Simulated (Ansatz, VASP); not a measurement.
# One calculation of Os, two programs

```
CELL_PARAMETERS angstrom
0.00000 1.92650 1.92650
1.92650 0.00000 1.92650
1.92650 1.92650 0.00000
ATOMIC_POSITIONS crystal
Os 0.00000 0.00000 0.00000
```

Alike in both runs: task single point; functional PBE; k mesh 4 × 4 × 4; occupations fermi-dirac, width 0.15 eV; non-collinear spin, spin-orbit coupling.

|  | VASP | Ansatz |
| --- | --- | --- |
| version | VASP 6.6.1 | Ansatz 0.2.0 development build |
| potentials or method | VASP PAW PBE potentials, release 64 (Os) | plane waves, PAW datasets (generated hard set |
| plane-wave cutoff (eV) | 520 | 700 |
| valence electrons in the cell | 8 | 30 |

|  | VASP | Ansatz | Ansatz less VASP |
| --- | --- | --- | --- |
| net moment per atom (μB) | 0.00 | 0.00 | 0.000 |

VASP's potentials hold 8 valence electrons a cell and Ansatz's 30, so a difference there can come from the potentials and not from the codes. Ansatz's warnings: stress scf threshold loose.

The k mesh is coarse, so the values compare programs but aren't converged.
